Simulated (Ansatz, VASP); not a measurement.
Ag in VASP and in Ansatz

```
CELL_PARAMETERS angstrom
0.00000 2.00116 2.00116
2.00116 0.00000 2.00116
2.00116 2.00116 0.00000
ATOMIC_POSITIONS crystal
Ag 0.00000 0.00000 0.00000
```

Alike in both runs: functional LDA; k mesh 18 × 18 × 18; occupations gaussian, width 0.1 eV; no spin polarisation.

Ansatz relaxed the structure, and its values are those at the end. VASP's run is a single point on that final structure, the one shown.

|  | VASP | Ansatz |
| --- | --- | --- |
| version | VASP 6.6.1 | Ansatz 0.2.0 |
| potentials or method | VASP PAW LDA potentials, release 64 (Ag), cutoff 500 eV | scalar-relativistic, plane waves, PAW |
| valence electrons in the cell | 11 | 19 |

|  | VASP | Ansatz | Ansatz less VASP |
| --- | --- | --- | --- |
| gap on the k mesh at the Fermi level (eV) | none | none | - |
| pressure (GPa) | 0.1 | 0.0 | -0.13 |

Ansatz warns that its potentials were made for another functional, while VASP's fit it. LDA's correlation is that of Perdew and Zunger in VASP and of Perdew and Wang (1992) in Ansatz. A gap of «none» marks a metal or a gap that the smearing closes. VASP's potentials hold 11 valence electrons a cell and Ansatz's 19, so a difference there can come from the potentials and not from the codes.
